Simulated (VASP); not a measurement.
# Nb3Sn (Pm-3n) in VASP: single point with PBEsol

Aim: the single point of Nb3Sn with PBEsol.

Everything below comes from runs of VASP 6.6.1. Logs are shortened: lines on timing, memory, paths and dates and some standing lists are left out, and cuts for length are marked.

**1. The cell of the first run**

It takes space group Pm-3n (No. 223, cubic). Conventional cell: a = 5.259 Å, b = 5.259 Å, c = 5.259 Å, α = 90.00°, β = 90.00°, γ = 90.00°. Within 3.5 Å of Nb (site symmetry -4m2) lie 10 Nb at 2.63 to 3.22 Å and 4 Sn at 2.94 Å. Within 3.9 Å of Sn (site symmetry m-3) lie 12 Nb at 2.94 Å.

**2. Single point, PBEsol**

POSCAR reads:

```
Nb3Sn
1.0
    5.2585714992      0.0000000000      0.0000000000
    0.0000000000      5.2585714992      0.0000000000
    0.0000000000      0.0000000000      5.2585714992
Nb Sn
6 2
Direct
    0.2500000000      0.0000000000      0.5000000000
    0.5000000000      0.7500000000      0.0000000000
    0.7500000000      0.0000000000      0.5000000000
    0.5000000000      0.2500000000      0.0000000000
    0.0000000000      0.5000000000      0.7500000000
    0.0000000000      0.5000000000      0.2500000000
    0.0000000000      0.0000000000      0.0000000000
    0.5000000000      0.5000000000      0.5000000000
```

INCAR.step1 reads:

```
ALGO = Normal
AMIX = 0.1
AMIX_MAG = 0.4
BMIX = 1E-4
BMIX_MAG = 1E-4
EDIFF = 1E-6
ENCUT = 400
GGA = PS
GGA_COMPAT = F
ISIF = 2
ISMEAR = 0
KPAR = 4
LASPH = T
LCHARG = T
LMAXMIX = 4
LORBIT = 11
LREAL = F
LWAVE = F
NBANDS = 63
NEDOS = 2001
NELM = 300
PREC = Accurate
SIGMA = 0.1
```

KPOINTS.step1 reads:

```
k-points
0
Gamma
  8 8 8
```

INCAR.step2 reads:

```
ALGO = Normal
EDIFF = 1E-6
ENCUT = 400
GGA = PS
GGA_COMPAT = F
ICHARG = 11
ISIF = 2
ISMEAR = -5
KPAR = 4
LASPH = T
LCHARG = F
LMAXMIX = 4
LORBIT = 10
LREAL = F
LWAVE = F
NEDOS = 2001
NELM = 120
PREC = Accurate
SIGMA = 0.1
```

KPOINTS.step2 reads:

```
k-points
0
Gamma
  12 12 12
```

Potentials or basis: VASP PAW PBE potentials, release 64 (Nb_sv, Sn_d).

Launch:

```bash
> cat potpaw_PBE.64/Nb_sv/POTCAR potpaw_PBE.64/Sn_d/POTCAR > POTCAR
> cp INCAR.step1 INCAR
> cp KPOINTS.step1 KPOINTS
> mpirun -np 4 vasp_std > vasp.out
> cp INCAR.step2 INCAR
> cp KPOINTS.step2 KPOINTS
> mpirun -np 4 vasp_std > vasp.out
```

OUTCAR:

```text
EDIFF = 1E-6
   ENCUT = 400
   GGA = PS
   ICHARG = 11
   ISIF = 2
   ISMEAR = -5
   LASPH = T
   LORBIT = 10
   LREAL = F
   NELM = 120
   PREC = Accurate

 ion  position               nearest neighbor table
   1  0.250  0.000  0.500-   3 2.63   3 2.63   8 2.94   7 2.94   8 2.94   7 2.94
   2  0.500  0.750  0.000-   4 2.63   4 2.63   8 2.94   8 2.94   7 2.94   7 2.94
   3  0.750  0.000  0.500-   1 2.63   1 2.63   8 2.94   7 2.94   8 2.94   7 2.94
   4  0.500  0.250  0.000-   2 2.63   2 2.63   8 2.94   8 2.94   7 2.94   7 2.94
   5  0.000  0.500  0.750-   6 2.63   6 2.63   8 2.94   7 2.94   7 2.94   8 2.94
   6  0.000  0.500  0.250-   5 2.63   5 2.63   8 2.94   7 2.94   7 2.94   8 2.94
   7  0.000  0.000  0.000-   1 2.94   2 2.94   3 2.94   4 2.94   5 2.94   6 2.94   1 2.94   3 2.94
                             5 2.94   6 2.94   2 2.94   4 2.94
   8  0.500  0.500  0.500-   1 2.94   2 2.94   3 2.94   4 2.94   5 2.94   6 2.94   2 2.94   4 2.94
                             1 2.94   3 2.94   5 2.94   6 2.94

  LATTYP: Found a simple cubic cell.
 ALAT       =     5.2585714992

  Lattice vectors:

 A1 = (   5.2585714992,   0.0000000000,   0.0000000000)
 A2 = (   0.0000000000,   5.2585714992,   0.0000000000)
 A3 = (   0.0000000000,   0.0000000000,   5.2585714992)

Analysis of symmetry for initial positions (statically):
=====================================================================
 Subroutine PRICEL returns:
 Original cell was already a primitive cell.

 Routine SETGRP: Setting up the symmetry group for a
 simple cubic supercell.

 Subroutine GETGRP returns: Found 48 space group operations
 (whereof 24 operations were pure point group operations)
 out of a pool of 48 trial point group operations.

The static configuration has the point symmetry T_h .
 The point group associated with its full space group is O_h .

Analysis of symmetry for dynamics (positions and initial velocities):
=====================================================================
 Subroutine PRICEL returns:
 Original cell was already a primitive cell.

 Routine SETGRP: Setting up the symmetry group for a
 simple cubic supercell.

 Subroutine GETGRP returns: Found 48 space group operations
 (whereof 24 operations were pure point group operations)
 out of a pool of 48 trial point group operations.

The dynamic configuration has the point symmetry T_h .
 The point group associated with its full space group is O_h .

 Subroutine INISYM returns: Found 48 space group operations
 (whereof 24 operations are pure point group operations),
 and found     1 'primitive' translations

----------------------------------------------------------------------------------------

                                     Primitive cell

  volume of cell :     145.4130

  direct lattice vectors                    reciprocal lattice vectors
     5.258571499  0.000000000  0.000000000     0.190165713  0.000000000  0.000000000
     0.000000000  5.258571499  0.000000000     0.000000000  0.190165713  0.000000000
     0.000000000  0.000000000  5.258571499     0.000000000  0.000000000  0.190165713

  length of vectors
     5.258571499  5.258571499  5.258571499     0.190165713  0.190165713  0.190165713

  position of ions in fractional coordinates (direct lattice)
     0.250000000  0.000000000  0.500000000
     0.500000000  0.750000000  0.000000000
     0.750000000  0.000000000  0.500000000
     0.500000000  0.250000000  0.000000000
     0.000000000  0.500000000  0.750000000
     0.000000000  0.500000000  0.250000000
     0.000000000  0.000000000  0.000000000
     0.500000000  0.500000000  0.500000000

  ion indices of the primitive-cell ions
   primitive index   ion index
                 1           1
                 2           2
                 3           3
                 4           4
                 5           5
                 6           6
                 7           7
                 8           8

----------------------------------------------------------------------------------------

 KPOINTS: k-points

Automatic generation of k-mesh.
 Grid dimensions read from file:
 generate k-points for:   12   12   12

 Generating k-lattice:

  Cartesian coordinates                     Fractional coordinates (reciprocal lattice)
     0.015847143  0.000000000  0.000000000     0.083333333  0.000000000  0.000000000
     0.000000000  0.015847143  0.000000000     0.000000000  0.083333333  0.000000000
     0.000000000  0.000000000  0.015847143     0.000000000  0.000000000  0.083333333

  Length of vectors
     0.015847143  0.015847143  0.015847143

  Shift w.r.t. Gamma in fractional coordinates (k-lattice)
     0.000000000  0.000000000  0.000000000

 TETIRR: Found    854 inequivalent tetrahedra from    10368

 Subroutine IBZKPT returns following result:
 ===========================================

 Found     84 irreducible k-points:

 Following reciprocal coordinates:
            Coordinates               Weight
  0.000000  0.000000  0.000000      1.000000
  0.083333  0.000000  0.000000      6.000000
  0.166667  0.000000  0.000000      6.000000
  0.250000  0.000000  0.000000      6.000000
  0.333333  0.000000  0.000000      6.000000
  0.416667  0.000000  0.000000      6.000000
[... 16 lines left out ...]
  0.333333  0.333333  0.000000     12.000000
  0.416667  0.333333  0.000000     24.000000
 [... further k-points ...]
   k-points           NKPTS =     84   k-points in BZ     NKDIM =     84   number of bands    NBANDS=     63
   number of dos      NEDOS =   2001   number of ions     NIONS =      8
   total plane-waves  NPLWV =  46656
   dimension x,y,z NGX =    36 NGY =   36 NGZ =   36
   dimension x,y,z NGXF=    72 NGYF=   72 NGZF=   72
   ions per type =               6   2
   NGX,Y,Z   is equivalent  to a cutoff of  11.38, 11.38, 11.38 a.u.
   NGXF,Y,Z  is equivalent  to a cutoff of  22.76, 22.76, 22.76 a.u.
 SYSTEM =  unknown system
   PREC   = accura    normal or accurate (medium, high low for compatibility)
   ISTART =      0    job   : 0-new  1-cont  2-samecut
   ICHARG =     11    charge: 1-file 2-atom 10-const
   ISPIN  =      1    spin polarized calculation?
   LNONCOLLINEAR =      F non collinear calculations
   LSORBIT =      F    spin-orbit coupling
   LASPH  =      T    aspherical Exc in radial PAW
   ENCUT  =  400.0 eV  29.40 Ry    5.42 a.u.   8.58  8.58  8.58*2*pi/ulx,y,z
   NELM   =    120;   NELMIN=  2; NELMDL=  0     # of ELM steps
   EDIFF  = 0.1E-05   stopping-criterion for ELM
   LREAL  =      F    real-space projection
   EDIFFG = 0.1E-04   stopping-criterion for IOM
   NSW    =      0    number of steps for IOM
   IBRION =     -1    ionic relax: 0-MD 1-quasi-New 2-CG
   NFREE  =      0    steps in history (QN), initial steepest desc. (CG)
   ISIF   =      2    stress and relaxation
   ISYM   =      2    0-nonsym 1-usesym 2-fastsym
   POTIM  = 0.5000    time-step for ionic-motion
   TEBEG  =    0.0;   TEEND  =   0.0 temperature during run
   PSTRESS=    0.0 pullay stress
   NELECT =     106.0000    total number of electrons
   NUPDOWN=      -1.0000    fix difference up-down
   EMIN   =  10.00;   EMAX   =-10.00  energy-range for DOS
   EFERMI =   0.00;   METHOD = LEGACY
   ISMEAR =    -5;   SIGMA  =   0.10  broadening in eV -4-tet -1-fermi 0-gaus
   EFERMI_NEDOS =   21; number of points for ismear=-14 and -15
   IALGO  =     38    algorithm
   IMIX   =      4    mixing-type and parameters
     AMIX     =   0.40;   BMIX     =  1.00
     AMIX_MAG =   1.60;   BMIX_MAG =  1.00
  volume/ion in A,a.u.               =      18.18       122.66
  Fermi-wavevector in a.u.,A,eV,Ry     =   1.473360  2.784248 29.535404  2.170791
  Thomas-Fermi vector in A             =   2.588263
   LORBIT       =     10    0 simple, 1 ext, 2 COOP (PROOUT), +10 PAW based schemes
   GGA     = PS    functional components
   LHFCALC =     F    Hartree Fock is set to
   AEXX    =    0.0000 exact exchange contribution
   IVDW    =     0    specifies the selected vdW correction
   LEPSILON=     F    determine dielectric tensor
   LRPA    =     F    only Hartree local field effects (RPA)
 non-spin polarized calculation
 Fermi weights with tetrahedron method with Bloechl corrections
  energy-cutoff  :      400.00
  volume of cell :      145.41
 maximum number of plane-waves:      2680
 NGX is ok and might be reduce to    36

 number of electron     105.9999950 magnetization

 Free energy of the ion-electron system (eV)
  ---------------------------------------------------
  ext. energy  EPLUGINS =         0.00000000
  ---------------------------------------------------
  free energy    TOTEN  =       -75.90600297 eV

  energy without entropy =      -75.90600297  energy(sigma->0) =      -75.90600297

 E-fermi :  11.4891     XC(G=0): -12.5671

 val. band max:       11.5368045658   @ k =   0.5000   0.5000   0.1667
 cond. band min:      11.4855053558   @ k =   0.4167   0.4167   0.0833
 fundamental gap:     -0.0512992100
 Fermi energy:        11.4890740747

 k-point     1 :       0.0000    0.0000    0.0000
  band No.  band energies     occupation
      1     -42.9454      2.00000
      2     -42.8669      2.00000
      3     -42.8669      2.00000
      4     -42.6315      2.00000
      5     -42.6315      2.00000
      6     -42.6315      2.00000
[... 55 lines left out ...]
     62      15.2942      0.00000
     63      15.4140      0.00000

 k-point     2 :       0.0833    0.0000    0.0000
  band No.  band energies     occupation
      1     -42.9431      2.00000
      2     -42.8679      2.00000
      3     -42.8640      2.00000
      4     -42.6360      2.00000
      5     -42.6315      2.00000
      6     -42.6315      2.00000
[... 55 lines left out ...]
     62      15.2809      0.00000
     63      15.4232      0.00000

 k-point     3 :       0.1667    0.0000    0.0000
  band No.  band energies     occupation
      1     -42.9368      2.00000
      2     -42.8709      2.00000
      3     -42.8550      2.00000
      4     -42.6491      2.00000
      5     -42.6315      2.00000
      6     -42.6315      2.00000
[... 1375 lines left out ...]
     62      14.2639      0.00000
     63      14.5125      0.00000

 k-point    24 :       0.4167    0.3333    0.0000
  band No.  band energies     occupation
      1     -42.8954      2.00000
      2     -42.8380      2.00000
      3     -42.7906      2.00000
      4     -42.7299      2.00000
      5     -42.6952      2.00000
      6     -42.6315      2.00000
[... 55 lines left out ...]
     62      14.2304      0.00000
     63      14.3914      0.00000

 [... further k-points ...]

------------------------ aborting loop because EDIFF is reached ----------------------------------------

  FORCE on cell =-STRESS in cart. coord.  units (eV):
  Direction    XX          YY          ZZ          XY          YZ          ZX
  --------------------------------------------------------------------------------------
  -------------------------------------------------------------------------------------
  Total       -0.6859518     -0.6859518     -0.6859518      0.0000000     -0.0000000     -0.0000000
  in kB       -7.5578941     -7.5578941     -7.5578941      0.0000000     -0.0000000     -0.0000000
  external PRESSURE =      -7.5578941 kB  Pullay stress =       0.0000000 kB

 VOLUME and BASIS-vectors are now :
 -----------------------------------------------------------------------------
  energy-cutoff  :      400.00
  volume of cell :      145.41
      direct lattice vectors                 reciprocal lattice vectors
     5.258571499  0.000000000  0.000000000     0.190165713  0.000000000  0.000000000
     0.000000000  5.258571499  0.000000000     0.000000000  0.190165713  0.000000000
     0.000000000  0.000000000  5.258571499     0.000000000  0.000000000  0.190165713

 POSITION                                       TOTAL-FORCE (eV/Angst)
 -----------------------------------------------------------------------------------
      1.31464      0.00000      2.62929         0.000000     -0.000000      0.000000
      2.62929      3.94393      0.00000        -0.000000      0.000000     -0.000000
      3.94393      0.00000      2.62929        -0.000000      0.000000      0.000000
      2.62929      1.31464      0.00000         0.000000     -0.000000     -0.000000
      0.00000      2.62929      3.94393        -0.000000      0.000000      0.000000
      0.00000      2.62929      1.31464        -0.000000     -0.000000     -0.000000
      0.00000      0.00000      0.00000         0.000000      0.000000      0.000000
      2.62929      2.62929      2.62929         0.000000      0.000000      0.000000
 -----------------------------------------------------------------------------------
    total drift:                                0.000000      0.000000     -0.000000

  FREE ENERGIE OF THE ION-ELECTRON SYSTEM (eV)
  ---------------------------------------------------
  free  energy   TOTEN  =       -75.9060029670 eV

  energy  without entropy=      -75.9060029670  energy(sigma->0) =      -75.90600297

 total charge

# of ion       s       p       d       tot
------------------------------------------
    1        2.186   6.001   2.541  10.728
    2        2.186   6.001   2.541  10.728
    3        2.186   6.001   2.541  10.728
    4        2.186   6.001   2.541  10.728
    5        2.186   6.001   2.541  10.728
    6        2.186   6.001   2.541  10.728
    7        1.088   1.474  10.063  12.625
    8        1.088   1.474  10.063  12.625
--------------------------------------------------
tot         15.292  38.953  35.371  89.616
```

It took 95 s on 4 MPI ranks of Intel Xeon 6975P-C (Granite Rapids), shared host; peak memory 0.47 GiB.

Results:

* Valence electrons inside the program's atomic spheres: Nb 10.73; Sn 12.62

Levels at points of the mesh, in eV from the Fermi level:
```tsv
k point	band 50	band 51	band 52	band 53	band 54	band 55	band 56	band 57
(0.00, 0.00, 0.00)	-0.54	-0.54	-0.54	-0.05	-0.05	2.43	2.43	2.44
(0.50, 0.00, 0.00)	-1.03	-0.85	-0.85	-0.36	-0.36	1.57	1.57	2.23
(0.50, 0.50, 0.00)	0.11	0.17	0.17	0.22	0.59	0.67	0.67	0.78
(0.50, 0.50, 0.50)	0.03	0.03	0.03	0.15	0.15	0.15	0.15	0.15
```

Caveat: the PAW data sets were made with another functional, which shifts forces and pressure a little; spin-orbit coupling is left out, which moves the levels of the heavy elements.
